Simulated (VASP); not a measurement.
A run of VASP 6.6.1:

Contents of POSCAR:

```
LiGeN
1.0
    2.9870692118      0.0000000000      0.0000000000
   -1.4935346059      2.5868778203      0.0000000000
    0.0000000000      0.0000000000      9.3530577756
Li Ge N
2 2 2
Direct
    0.6666666667      0.3333333333      0.7431798189
    0.3333333333      0.6666666667      0.2431798189
    0.0000000000      0.0000000000      0.4988273190
    0.0000000000      0.0000000000      0.9988273190
    0.3333333333      0.6666666667      0.6026308621
    0.6666666667      0.3333333333      0.1026308621
```

Contents of INCAR.step1:

```
SYSTEM = LiGeN
ALGO = Normal ; EDIFF = 1E-4
ENCUT = 520 ; GGA = PE
ISMEAR = 0 ; LASPH = .True.
LCHARG = .False. ; LREAL = .False.
LWAVE = .True. ; NBANDS = 31
NELM = 60 ; PREC = Accurate
SIGMA = 0.01
```

The input INCAR.step2:

```
SYSTEM = LiGeN
ALGO = Normal ; EDIFF = 1E-6
ENCUT = 520 ; ISIF = 2
ISMEAR = 0 ; ISTART = 1
LASPH = .True. ; LCHARG = .False.
LMIXTAU = .True. ; LREAL = .False.
LWAVE = .False. ; METAGGA = R2SCAN
NBANDS = 31 ; NELM = 60
PREC = Accurate ; SIGMA = 0.01
```

File KPOINTS:

```
k-points
0
Gamma
  12 12 4
  0 0 0
```

Potentials or basis: VASP PAW PBE potentials, release 64 (Li_sv, Ge_d, N).

The run is started by

```console
$ cat potpaw_PBE.64/Li_sv/POTCAR potpaw_PBE.64/Ge_d/POTCAR potpaw_PBE.64/N/POTCAR > POTCAR
$ cp INCAR.step1 INCAR
$ mpirun -np 1 vasp_std > vasp.out
$ cp INCAR.step2 INCAR
$ mpirun -np 1 vasp_std > vasp.out
```

Hardware: 1 thread of Intel(R) Xeon(R) 6975P-C (Granite Rapids), on a shared host.

Estimate the wall time of this run.

Wall time 4.5 min on 1 thread of Intel(R) Xeon(R) 6975P-C (Granite Rapids) (shared host), peak memory 0.27 GiB. Counts: k points 57.
